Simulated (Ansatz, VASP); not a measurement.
# Two plane-wave programs on Fe2Pt

```
Fe Pt
1.0
     2.68431    0.00000    0.00000
    -1.34216    2.32468    0.00000
     0.00000    0.00000   13.04836
Fe Pt
4 2
Direct
  0.33333 0.66667 0.92012
  0.33333 0.66667 0.57988
  0.66667 0.33333 0.07988
  0.66667 0.33333 0.42012
  0.33333 0.66667 0.25000
  0.66667 0.33333 0.75000
```

Alike in both runs: functional PBE; k mesh 6 × 6 × 2; occupations gaussian, width 0.1 eV; collinear spin.

Ansatz relaxed the structure, and its values are those at the end. VASP's run is a single point on that final structure, the one shown.

```csv
,VASP,Ansatz
version,VASP 6.6.1,Ansatz 0.2.0
potentials or method,"VASP PAW PBE potentials, release 64 (Fe, Pt), cutoff 520 eV","scalar-relativistic, plane waves, PAW"
valence electrons in the cell,52,100
```

|  | VASP | Ansatz | Ansatz less VASP |
| --- | --- | --- | --- |
| gap on the k mesh at the Fermi level (eV) | none | none | - |
| pressure (GPa) | -0.4 | -0.1 | +0.30 |
| rms of the force components (eV/Å) | 0.008 | 0.009 | +0.0011 |
| net moment per atom (μB) | 1.94 | 1.94 | 0.000 |
| size of the moment on the site where the two differ most (μB) | 0.21 | 0.25 | +0.037 |

Site moments also hang on the region over which each program counts them. A gap of «none» marks a metal or a gap that the smearing closes. With one functional, cell and mesh, what is left measures potentials, basis and numerics. VASP's potentials hold 52 valence electrons a cell and Ansatz's 100, so a difference there can come from the potentials and not from the codes.

The k mesh is coarse, so the values compare programs but aren't converged. Neither program's run includes spin-orbit coupling.
